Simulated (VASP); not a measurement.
# Ir (Fm-3m) in VASP: further runs

The runs below take Ir through single point, with r2SCAN.

All numbers are computed with VASP 6.6.1; they aren't measurements. Logs are shortened: lines on timing, memory, paths and dates and some standing lists are left out, and cuts for length are marked.

## Step 1: The cell of the first run

Symmetry: Fm-3m, No. 225, cubic system. Conventional cell: a = 3.845 Å, b = 3.845 Å, c = 3.845 Å, α = 90.00°, β = 90.00°, γ = 90.00°. Ir (site symmetry m-3m) has 12 Ir at 2.72 Å within 3.6 Å.

## Step 2: Single point, r2SCAN, collinear spin (14.21 Å³/atom)

POSCAR

```
Ir
1.0
    0.0000000000      1.9225767072      1.9225767072
    1.9225767072      0.0000000000      1.9225767072
    1.9225767072      1.9225767072      0.0000000000
Ir
1
Direct
    0.0000000000      0.0000000000      0.0000000000
```

INCAR.step1

```
PREC = Accurate
ENCUT = 520
ISMEAR = -1
SIGMA = 0.05
LREAL = F
LASPH = T
NELM = 150
ISPIN = 2
MAGMOM = 1
LMAXMIX = 4
NBANDS = 14
GGA = PE
ALGO = Normal
EDIFF = 1E-4
LWAVE = T
LCHARG = F
```

INCAR.step2

```
PREC = Accurate
ENCUT = 520
EDIFF = 1E-7
ISMEAR = -1
SIGMA = 0.05
LREAL = F
LASPH = T
NELM = 150
ALGO = Normal
ISIF = 2
LWAVE = F
LCHARG = T
ISPIN = 2
MAGMOM = 1
LORBIT = 11
LMAXMIX = 4
METAGGA = R2SCAN
LMIXTAU = T
LELF = T
LVHAR = T
NBANDS = 14
ISTART = 1
```

KPOINTS

```
regular mesh
0
Gamma
  23 23 23
```

Potentials or basis: VASP PAW PBE potentials, release 64 (Ir).

Launch:

```
$ cat potpaw_PBE.64/Ir/POTCAR > POTCAR
$ cp INCAR.step1 INCAR
$ mpirun -np 1 vasp_std > vasp.out
$ cp INCAR.step2 INCAR
$ mpirun -np 1 vasp_std > vasp.out
```

OUTCAR:

```text
PREC = Accurate
   ENCUT = 520
   EDIFF = 1E-7
   ISMEAR = -1
   LREAL = F
   LASPH = T
   NELM = 150
   ISIF = 2
   ISPIN = 2
   LORBIT = 11
   METAGGA = R2SCAN
   ISTART = 1

 ion  position               nearest neighbor table
   1  0.000  0.000  0.000-

  LATTYP: Found a face centered cubic cell.
 ALAT       =     3.8451534144

  Lattice vectors:

 A1 = (   0.0000000000,   1.9225767072,   1.9225767072)
 A2 = (   1.9225767072,   0.0000000000,   1.9225767072)
 A3 = (   1.9225767072,   1.9225767072,   0.0000000000)

Analysis of symmetry for initial positions (statically):
=====================================================================
 Subroutine PRICEL returns:
 Original cell was already a primitive cell.

 Routine SETGRP: Setting up the symmetry group for a
 face centered cubic supercell.

 Subroutine GETGRP returns: Found 48 space group operations
 (whereof 48 operations were pure point group operations)
 out of a pool of 48 trial point group operations.

The static configuration has the point symmetry O_h .

Analysis of symmetry for dynamics (positions and initial velocities):
=====================================================================
 Subroutine PRICEL returns:
 Original cell was already a primitive cell.

 Routine SETGRP: Setting up the symmetry group for a
 face centered cubic supercell.

 Subroutine GETGRP returns: Found 48 space group operations
 (whereof 48 operations were pure point group operations)
 out of a pool of 48 trial point group operations.

The dynamic configuration has the point symmetry O_h .

Analysis of structural, dynamic, and magnetic symmetry:
=====================================================================
 Subroutine PRICEL returns:
 Original cell was already a primitive cell.

 Routine SETGRP: Setting up the symmetry group for a
 face centered cubic supercell.

 Subroutine GETGRP returns: Found 48 space group operations
 (whereof 48 operations were pure point group operations)
 out of a pool of 48 trial point group operations.

The overall configuration has the point symmetry O_h .

 Subroutine INISYM returns: Found 48 space group operations
 (whereof 48 operations are pure point group operations),
 and found     1 'primitive' translations

----------------------------------------------------------------------------------------

                                     Primitive cell

  volume of cell :      14.2128

  direct lattice vectors                    reciprocal lattice vectors
     0.000000000  1.922576707  1.922576707    -0.260067647  0.260067647  0.260067647
     1.922576707  0.000000000  1.922576707     0.260067647 -0.260067647  0.260067647
     1.922576707  1.922576707  0.000000000     0.260067647  0.260067647 -0.260067647

  length of vectors
     2.718934054  2.718934054  2.718934054     0.450450378  0.450450378  0.450450378

  position of ions in fractional coordinates (direct lattice)
     0.000000000  0.000000000  0.000000000

  ion indices of the primitive-cell ions
   primitive index   ion index
                 1           1

----------------------------------------------------------------------------------------

 KPOINTS: regular mesh

Automatic generation of k-mesh.
 Grid dimensions read from file:
 generate k-points for:   23   23   23

 Generating k-lattice:

  Cartesian coordinates                     Fractional coordinates (reciprocal lattice)
    -0.011307289  0.011307289  0.011307289     0.043478261  0.000000000  0.000000000
     0.011307289 -0.011307289  0.011307289     0.000000000  0.043478261  0.000000000
     0.011307289  0.011307289 -0.011307289     0.000000000  0.000000000  0.043478261

  Length of vectors
     0.019584799  0.019584799  0.019584799

  Shift w.r.t. Gamma in fractional coordinates (k-lattice)
     0.000000000  0.000000000  0.000000000

 Subroutine IBZKPT returns following result:
 ===========================================

 Found    364 irreducible k-points:

 Following reciprocal coordinates:
            Coordinates               Weight
  0.000000  0.000000  0.000000      1.000000
  0.043478  0.000000  0.000000      8.000000
  0.086957  0.000000  0.000000      8.000000
  0.130435  0.000000  0.000000      8.000000
  0.173913  0.000000  0.000000      8.000000
  0.217391  0.000000  0.000000      8.000000
[... 16 lines left out ...]
  0.478261  0.043478  0.000000     24.000000
 -0.478261  0.043478  0.000000     24.000000
 [... further k-points ...]
   k-points           NKPTS =    364   k-points in BZ     NKDIM =    364   number of bands    NBANDS=     14
   number of dos      NEDOS =    301   number of ions     NIONS =      1
   total plane-waves  NPLWV =   8000
   dimension x,y,z NGX =    20 NGY =   20 NGZ =   20
   dimension x,y,z NGXF=    40 NGYF=   40 NGZF=   40
   ions per type =               1
   NGX,Y,Z   is equivalent  to a cutoff of  12.23, 12.23, 12.23 a.u.
   NGXF,Y,Z  is equivalent  to a cutoff of  24.46, 24.46, 24.46 a.u.
 SYSTEM =  unknown system
   PREC   = accura    normal or accurate (medium, high low for compatibility)
   ISTART =      1    job   : 0-new  1-cont  2-samecut
   ICHARG =      0    charge: 1-file 2-atom 10-const
   ISPIN  =      2    spin polarized calculation?
   LNONCOLLINEAR =      F non collinear calculations
   LSORBIT =      F    spin-orbit coupling
   LASPH  =      T    aspherical Exc in radial PAW
   ENCUT  =  520.0 eV  38.22 Ry    6.18 a.u.   5.06  5.06  5.06*2*pi/ulx,y,z
   NELM   =    150;   NELMIN=  2; NELMDL=  0     # of ELM steps
   EDIFF  = 0.1E-06   stopping-criterion for ELM
   LREAL  =      F    real-space projection
   EDIFFG = 0.1E-05   stopping-criterion for IOM
   NSW    =      0    number of steps for IOM
   IBRION =     -1    ionic relax: 0-MD 1-quasi-New 2-CG
   NFREE  =      0    steps in history (QN), initial steepest desc. (CG)
   ISIF   =      2    stress and relaxation
   ISYM   =      2    0-nonsym 1-usesym 2-fastsym
   POTIM  = 0.5000    time-step for ionic-motion
   TEBEG  =    0.0;   TEEND  =   0.0 temperature during run
   PSTRESS=    0.0 pullay stress
   NELECT =       9.0000    total number of electrons
   NUPDOWN=      -1.0000    fix difference up-down
   EMIN   =  10.00;   EMAX   =-10.00  energy-range for DOS
   EFERMI =   0.00;   METHOD = LEGACY
   ISMEAR =    -1;   SIGMA  =   0.05  broadening in eV -4-tet -1-fermi 0-gaus
   EFERMI_NEDOS =   21; number of points for ismear=-14 and -15
   IALGO  =     38    algorithm
   IMIX   =      4    mixing-type and parameters
     AMIX     =   0.40;   BMIX     =  1.00
     AMIX_MAG =   1.60;   BMIX_MAG =  1.00
  volume/ion in A,a.u.               =      14.21        95.91
  Fermi-wavevector in a.u.,A,eV,Ry     =   1.405817  2.656608 26.889469  1.976320
  Thomas-Fermi vector in A             =   2.528240
   LORBIT       =     11    0 simple, 1 ext, 2 COOP (PROOUT), +10 PAW based schemes
   METAGGA = R2SCAN    functional components
   LHFCALC =     F    Hartree Fock is set to
   AEXX    =    0.0000 exact exchange contribution
   IVDW    =     0    specifies the selected vdW correction
   LEPSILON=     F    determine dielectric tensor
   LRPA    =     F    only Hartree local field effects (RPA)
 spin polarized calculation
  energy-cutoff  :      520.00
  volume of cell :       14.21
 maximum number of plane-waves:       392
   NGX = 11   NGY = 11   NGZ = 11

 number of electron       9.0000000 magnetization      -0.0000030

 number of electron       9.0000000 magnetization       0.0000026

 Free energy of the ion-electron system (eV)
  ---------------------------------------------------
  ext. energy  EPLUGINS =         0.00000000
  ---------------------------------------------------
  free energy    TOTEN  =       -52.37230716 eV

  energy without entropy =      -52.36667164  energy(sigma->0) =      -52.36948940

 E-fermi :  10.0710     XC(G=0): -15.2964

 val. band max:       10.0580948412   @ k =   0.3043   0.2174   0.0000
 cond. band min:      10.0833718209   @ k =   0.3043   0.2609   0.0000
 fundamental gap:      0.0252769797
 Fermi energy:        10.0710269862

 spin component 1

 k-point     1 :       0.0000    0.0000    0.0000
  band No.  band energies     occupation
      1      -1.3816      1.00000
      2       6.1235      1.00000
      3       6.1235      1.00000
      4       6.1235      1.00000
      5       8.8140      1.00000
      6       8.8140      1.00000
      7      25.2084      0.00000
      8      31.0448      0.00000
      9      31.0448      0.00000
     10      31.0448      0.00000
     11      36.4977      0.00000
     12      42.4311      0.00000
     13      42.4311      0.00000
     14      42.4311      0.00000
[... 375 lines left out ...]
 k-point    24 :      -0.4783    0.0435    0.0000
  band No.  band energies     occupation
      1       1.8044      1.00000
      2       5.9036      1.00000
      3       6.0311      1.00000
      4       8.9970      1.00000
      5      10.9866      0.00000
      6      11.4947      0.00000
      7      17.6874      0.00000
      8      24.9865      0.00000
      9      30.6380      0.00000
     10      30.8674      0.00000
     11      40.6904      0.00000
     12      40.7754      0.00000
     13      42.2214      0.00000
     14      42.6498      0.00000

 [... further k-points ...]

 spin component 2

 k-point     1 :       0.0000    0.0000    0.0000
  band No.  band energies     occupation
      1      -1.3816      1.00000
      2       6.1235      1.00000
      3       6.1235      1.00000
      4       6.1235      1.00000
      5       8.8140      1.00000
      6       8.8140      1.00000
      7      25.2084      0.00000
      8      31.0448      0.00000
      9      31.0448      0.00000
     10      31.0448      0.00000
     11      36.4977      0.00000
     12      42.4311      0.00000
     13      42.4311      0.00000
     14      42.4311      0.00000
[... 375 lines left out ...]
 k-point    24 :      -0.4783    0.0435    0.0000
  band No.  band energies     occupation
      1       1.8044      1.00000
      2       5.9036      1.00000
      3       6.0311      1.00000
      4       8.9970      1.00000
      5      10.9866      0.00000
      6      11.4947      0.00000
      7      17.6874      0.00000
      8      24.9865      0.00000
      9      30.6380      0.00000
     10      30.8674      0.00000
     11      40.6904      0.00000
     12      40.7754      0.00000
     13      42.2214      0.00000
     14      42.6549      0.00000

 [... further k-points ...]

------------------------ aborting loop because EDIFF is reached ----------------------------------------

  FORCE on cell =-STRESS in cart. coord.  units (eV):
  Direction    XX          YY          ZZ          XY          YZ          ZX
  --------------------------------------------------------------------------------------
  -------------------------------------------------------------------------------------
  Total        0.1920757      0.1920757      0.1920757      0.0000000      0.0000000      0.0000000
  in kB       21.6521983     21.6521983     21.6521983      0.0000000      0.0000000      0.0000000
  external PRESSURE =      21.6521983 kB  Pullay stress =       0.0000000 kB

 VOLUME and BASIS-vectors are now :
 -----------------------------------------------------------------------------
  energy-cutoff  :      520.00
  volume of cell :       14.21
      direct lattice vectors                 reciprocal lattice vectors
     0.000000000  1.922576707  1.922576707    -0.260067647  0.260067647  0.260067647
     1.922576707  0.000000000  1.922576707     0.260067647 -0.260067647  0.260067647
     1.922576707  1.922576707  0.000000000     0.260067647  0.260067647 -0.260067647

 POSITION                                       TOTAL-FORCE (eV/Angst)
 -----------------------------------------------------------------------------------
      0.00000      0.00000      0.00000        -0.000000     -0.000000      0.000000
 -----------------------------------------------------------------------------------
    total drift:                               -0.000000     -0.000000     -0.000000

  FREE ENERGIE OF THE ION-ELECTRON SYSTEM (eV)
  ---------------------------------------------------
  free  energy   TOTEN  =       -52.3723071574 eV

  energy  without entropy=      -52.3666716429  energy(sigma->0) =      -52.36948940

 total charge

# of ion       s       p       d       tot
------------------------------------------
    1        0.675   0.737   6.965   8.377

 magnetization (x)

# of ion       s       p       d       tot
------------------------------------------
    1        0.000   0.000  -0.000   0.000
```

It took 16 min on 1 thread of Intel Xeon 8259CL, shared host; peak memory 0.2 GiB.

Results:

- Free energy: -52.3723 eV
- Pressure: 2.2 GPa
- Net moment: 0.00 μB per cell
- Valence electrons inside the program's atomic spheres: Ir 8.38

Caveat: the PAW data sets were made with another functional, which shifts forces and pressure a little; spin-orbit coupling is left out, which moves the levels of the heavy elements.

[end of part 1 of 2]
